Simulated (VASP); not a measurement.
Write the native input for VASP 6.6.1 that does the following.

```yaml
Task: single point
Functional: HSE06
Potentials_or_basis: VASP PAW PBE potentials, release 64 (Pb_d, Se)
Cutoff: 520 eV
k_mesh: 6 × 6 × 6
Occupations: gaussian, width 0.01 eV
Spin: no spin polarisation
Dipole_correction: no
Grid_for_exact_exchange_PRECFOCK: Normal
Further_INCAR_settings: ALGO = Normal; EDIFF = 1e-06; NBANDS = 17
Share_of_exact_exchange: 0.25
Screening_parameter: 0.2079 1/Å
```

The system is PbSe.

```
CELL_PARAMETERS angstrom
0.00000 3.07326 3.07326
3.07326 0.00000 3.07326
3.07326 3.07326 0.00000
ATOMIC_POSITIONS crystal
Pb 0.00000 0.00000 0.00000
Se 0.50000 0.50000 0.50000
```

This cell differs from its parent crystal: strain -0.5%.

The input as run:

POSCAR

```
PbSe
1.0
    0.0000000000      3.0732587094      3.0732587094
    3.0732587094      0.0000000000      3.0732587094
    3.0732587094      3.0732587094      0.0000000000
Pb Se
1 1
Direct
    0.0000000000      0.0000000000      0.0000000000
    0.5000000000      0.5000000000      0.5000000000
```

INCAR.step1

```
SYSTEM = PbSe
ALGO = Normal
EDIFF = 1E-5
ENCUT = 520
GGA = PE
ISIF = 2
ISMEAR = 0
LASPH = .TRUE.
LCHARG = .FALSE.
LREAL = .FALSE.
LWAVE = .TRUE.
NBANDS = 17
NELM = 60
PREC = Accurate
SIGMA = 0.01
```

INCAR.step2

```
SYSTEM = PbSe
ALGO = Normal
EDIFF = 1E-6
ENCUT = 520
GGA = PE
HFSCREEN = 0.2079
ISIF = 2
ISMEAR = 0
ISTART = 1
LASPH = .TRUE.
LCHARG = .FALSE.
LHFCALC = .TRUE.
LREAL = .FALSE.
LWAVE = .FALSE.
NBANDS = 17
NELM = 60
PREC = Accurate
PRECFOCK = Normal
SIGMA = 0.01
```

KPOINTS

```
k-points
0
G
  6 6 6
  0 0 0
```

Potentials or basis: VASP PAW PBE potentials, release 64 (Pb_d, Se).

Run with:

```bash
$ cat potpaw_PBE.64/Pb_d/POTCAR potpaw_PBE.64/Se/POTCAR > POTCAR
$ cp INCAR.step1 INCAR
$ mpirun -np 1 vasp_std > vasp.out
$ cp INCAR.step2 INCAR
$ mpirun -np 1 vasp_std > vasp.out
```

Results of the run:

The pressure is 0.5 GPa and the band gap on the k mesh is 0.75 eV.

Caveat: the cell differs from its parent crystal (strain -0.5%); the PAW data sets were made with another functional, which shifts forces and pressure a little; spin-orbit coupling is left out, which moves the levels of the heavy elements.

Run time: 110 min on 1 thread of Intel(R) Xeon(R) Platinum 8124M CPU @ 3.00GHz (Skylake/Cascade Lake), on a shared host, peak memory 0.32 GiB.
